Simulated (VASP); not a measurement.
Here is a VASP 6.6.1 calculation.

INCAR

```
  PREC = Accurate
  ENCUT = 600
  EDIFF = 1E-7
  ISMEAR = -1
  SIGMA = 0.03
  LREAL = F
  LASPH = T
  NELM = 60
  ALGO = Normal
  ISIF = 3
  LWAVE = F
  LCHARG = F
  GGA = PS
  IBRION = 2
  NSW = 100
  EDIFFG = -0.01
```

Contents of KPOINTS:

```
regular mesh
0
Gamma
  6 6 6
```

Contents of POSCAR:

```
SbRh3N4
1.0
    4.3432330000      0.0000000000      0.0000000000
    0.0000000000      4.3432330000      0.0000000000
    0.0000000000      0.0000000000      4.3432330000
Sb Rh N
1 3 4
Direct
    0.0000000000      0.0000000000      0.0000000000
    0.0000000000      0.5000000000      0.0000000000
    0.0000000000      0.0000000000      0.5000000000
    0.5000000000      0.0000000000      0.0000000000
    0.7629189000      0.2370811000      0.7629189000
    0.2370811000      0.7629189000      0.7629189000
    0.7629189000      0.7629189000      0.2370811000
    0.2370811000      0.2370811000      0.2370811000
```

Potentials or basis: VASP PAW PBE potentials, release 64 (Sb, Rh_pv, N).

Launch:

```sh
$ cat potpaw_PBE.64/Sb/POTCAR potpaw_PBE.64/Rh_pv/POTCAR potpaw_PBE.64/N/POTCAR > POTCAR
$ mpirun -np 1 vasp_std > vasp.out
```

**Question.** Predict the space group after relaxing (to 0.05 Å).

**Answer.** P-43m (No. 215).

**Question.** Estimate the band gap on the k mesh.

**Answer.** Zero (band 35 reaches 4.99 eV, above the bottom of band 36 at 4.60 eV).

**Question.** Predict the relaxed cell.

**Answer.** a = 5.111 Å, b = 5.111 Å, c = 5.111 Å, α = 90.00°, β = 90.00°, γ = 90.00°.

Forces on the atoms (eV/Å):
```
Sb   0.000  0.000  0.000
Rh   0.000  0.000  0.000
Rh   0.000  0.000  0.000
Rh   0.000  0.000  0.000
N    0.001 -0.001  0.001
N   -0.001  0.001  0.001
N    0.001  0.001 -0.001
N   -0.001 -0.001 -0.001
```

Caveat: the PAW data sets were made with another functional, which shifts forces and pressure a little; spin-orbit coupling is left out, which moves the levels of the heavy elements.
